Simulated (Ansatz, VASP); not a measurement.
## Two plane-wave programs on Si2Ni

File INCAR:

```
SYSTEM = Si2Ni
  PREC = Accurate
  ENCUT = 520
  EDIFF = 1E-6
  ISMEAR = 0
  SIGMA = 0.05
  LREAL = .FALSE.
  LASPH = .TRUE.
  NELM = 150
  ALGO = Normal
  ISIF = 2
  LWAVE = .FALSE.
  LCHARG = .TRUE.
  ISPIN = 2
  MAGMOM = 0 0 0.05
  LORBIT = 11
  LMAXMIX = 4
  GGA = PE
  IVDW = 12
  LELF = .TRUE.
  LVHAR = .TRUE.
  NBANDS = 20
```

File KPOINTS:

```
regular mesh
0
G
  8 8 8
  0 0 0
```

File POSCAR:

```
Si2Ni
1.0
    0.0000000000      2.6867634884      2.6867634884
    2.6867634884      0.0000000000      2.6867634884
    2.6867634884      2.6867634884      0.0000000000
Si Ni
2 1
Direct
    0.2500000000      0.2500000000      0.2500000000
    0.7500000000      0.7500000000      0.7500000000
    0.0000000000      0.0000000000      0.0000000000
```

Input for Ansatz:

```yaml
crystal:
  lattice:
    - [0.0, 2.6867634884, 2.6867634884]
    - [2.6867634884, 0.0, 2.6867634884]
    - [2.6867634884, 2.6867634884, 0.0]
  atoms:
    - { symbol: Si, position: [0.25, 0.25, 0.25] }
    - { symbol: Si, position: [0.75, 0.75, 0.75] }
    - { symbol: Ni, position: [0.0, 0.0, 0.0], spin: 0.05 }
basis:
  ecutwfc: 420
  ecutrho_ratio: 4
kpoints:
  mp_grid: { grid: [8, 8, 8] }
hamiltonian:
  xc: pbe
  dispersion: d3bj
scf:
  occupations: { method: gaussian, width: 0.05 }
output:
  forces: true
  stress: true
  eigenvalues: true
  populations: true
magnetization:
  spin_polarized: true
```

Alike in both runs: task single point; functional PBE; dispersion D3(BJ); k mesh 8 × 8 × 8; occupations gaussian, width 0.05 eV; collinear spin.

|  | VASP | Ansatz |
| --- | --- | --- |
| version | VASP 6.6.1 | Ansatz 0.2.0 |
| potentials or method | VASP PAW PBE potentials, release 64 (Si, Ni), cutoff 520 eV | scalar-relativistic, plane waves, PAW |
| valence electrons in the cell | 18 | 26 |

```tsv
	VASP	Ansatz	Ansatz less VASP
gap on the k mesh at the Fermi level (eV)	none	none	-
pressure (GPa)	0.0	0.0	+0.02
net moment per atom (μB)	0.00	0.00	0.000
```

A gap of «none» marks a metal or a gap that the smearing closes. VASP's potentials hold 18 valence electrons a cell and Ansatz's 26, so a difference there can come from the potentials and not from the codes. Ansatz's warnings: seeded moment not kept.
